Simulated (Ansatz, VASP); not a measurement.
# CdS: VASP beside Ansatz

```xyz
2
Lattice="-0.0717 2.9392 2.9392 2.9392 -0.0717 2.9392 2.8675 2.8675 0.0000" Properties=species:S:1:pos:R:3 pbc="T T T"
Cd    0.0000    0.0000   -0.0317
S     1.4337    1.4337    1.5013
```

Change from the starting cell: shear_xy strain -4.9%.

Alike in both runs: task single point; functional PBE; k mesh 8 × 8 × 8; occupations fermi-dirac, width 0.02 eV; no spin polarisation.

|  | VASP | Ansatz |
| --- | --- | --- |
| version | VASP 6.6.1 | Ansatz 0.2.0 |
| potentials or method | VASP PAW PBE potentials, release 64 (Cd, S) | plane waves, PAW |
| plane-wave cutoff (eV) | 520 | 420 |
| valence electrons in the cell | 18 | 26 |

Ansatz gave:

| Item | Value |
| --- | --- |
| gap on the k mesh at the Fermi level (eV) | 0.98 |
| pressure (GPa) | 1.3 |
| traceless stress, the component that is largest in VASP (GPa) | 1.23 |

Question: Which values does VASP return?

Answer: gap on the k mesh at the Fermi level (eV): 0.98; pressure (GPa): 1.7; traceless stress, the component that is largest in VASP (GPa): 1.23.

With one functional, cell and mesh, what is left measures potentials, basis and numerics. VASP's potentials hold 18 valence electrons a cell and Ansatz's 26, so a difference there can come from the potentials and not from the codes.
